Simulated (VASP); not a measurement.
A run of VASP 6.6.1 is set up as follows.

The input INCAR:

```
ALGO = Normal
EDIFF = 1E-6
ENCUT = 600
GGA = PS
GGA_COMPAT = False
ISIF = 2
ISMEAR = -1
ISPIN = 2
LASPH = True
LCHARG = True
LELF = True
LMAXMIX = 4
LORBIT = 11
LREAL = False
LVHAR = True
LWAVE = False
MAGMOM = 2 0
NBANDS = 22
NELM = 200
PREC = Accurate
SIGMA = 0.05
```

File KPOINTS:

```
k-points
0
Gamma
  10 10 10
```

The input POSCAR:

```
CoO
1.0
    1.6128308784      0.9311683418      2.5834678816
   -1.6128308784      0.9311683418      2.5834678816
    0.0000000000     -1.8623366835      2.5834678816
Co O
1 1
Direct
    0.9989783200      0.9989783200      0.9989783200
    0.7510210300      0.7510210300      0.7510210300
```

Potentials or basis: VASP PAW PBE potentials, release 64 (Co_sv, O).

Launch:

```bash
$ cat potpaw_PBE.64/Co_sv/POTCAR potpaw_PBE.64/O/POTCAR > POTCAR
$ mpirun -np 1 vasp_std > vasp.out
```

Q: Predict the largest force.

A: 0.198 eV/Å.

Q: What does it give for the site moments?

A: Co +2.38; O +0.32 μB.

Forces on the atoms (eV/Å):
```
Co   0.000  0.000  0.198
O    0.000  0.000 -0.198
```

Caveat: the PAW data sets were made with another functional, which shifts forces and pressure a little; a cell with one magnetic atom can't hold antiferromagnetic order, which such compounds often take.
